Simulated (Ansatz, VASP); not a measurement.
**AlN in VASP and in Ansatz**

```
Al N
1.0
     3.11100    0.00000    0.00000
    -1.55550    2.69421    0.00000
     0.00000    0.00000    4.97800
Al N
2 2
Direct
  0.33333 0.66667 0.00000
  0.66667 0.33333 0.50000
  0.14047 0.66667 0.38500
  0.66667 0.33333 0.88500
```

Alike in both runs: task single point; functional PBEsol; k mesh 12 × 12 × 6; occupations gaussian, width 0.05 eV; no spin polarisation.

|  | VASP | Ansatz |
| --- | --- | --- |
| version | VASP 6.6.1 | Ansatz 0.2.0 |
| potentials or method | VASP PAW PBE potentials, release 64 (Al, N), cutoff 600 eV | scalar-relativistic, plane waves, PAW |
| valence electrons in the cell | 16 | 16 |

|  | VASP | Ansatz | Ansatz less VASP |
| --- | --- | --- | --- |
| gap on the k mesh at the Fermi level (eV) | 3.14 | 3.14 | -0.002 |
| least direct gap on the mesh (eV) | 3.14 | 3.14 | -0.002 |
| rms of the force components (eV/Å) | 8.552 | 8.503 | -0.0486 |

VASP's potentials were made for PBE, not for PBEsol. Atom by atom the forces differ by 0.049 eV/Å (rms over components).
